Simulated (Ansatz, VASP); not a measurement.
## Sb: VASP beside Ansatz

```
Sb
1.0
     3.17062    0.00000    0.00000
     0.00000    3.17062    0.00000
     0.00000    0.00000    3.17062
Sb
1
Cartesian
  1.5853 1.5853 1.5853
```

Alike in both runs: task single point; functional PBE; k mesh 18 × 18 × 18; occupations gaussian, width 0.1 eV; no spin polarisation.

```csv
,VASP,Ansatz
version,VASP 6.6.1,Ansatz 0.2.0
potentials or method,"VASP PAW PBE potentials, release 64 (Sb), cutoff 520 eV","scalar-relativistic, plane waves, PAW"
valence electrons in the cell,5,15
```

|  | VASP | Ansatz | Ansatz less VASP |
| --- | --- | --- | --- |
| gap on the k mesh at the Fermi level (eV) | none | none | - |
| pressure (GPa) | -2.8 | -2.8 | +0.05 |

A gap of «none» marks a metal or a gap that the smearing closes. VASP's potentials hold 5 valence electrons a cell and Ansatz's 15, so a difference there can come from the potentials and not from the codes.

Spin-orbit coupling is off throughout.
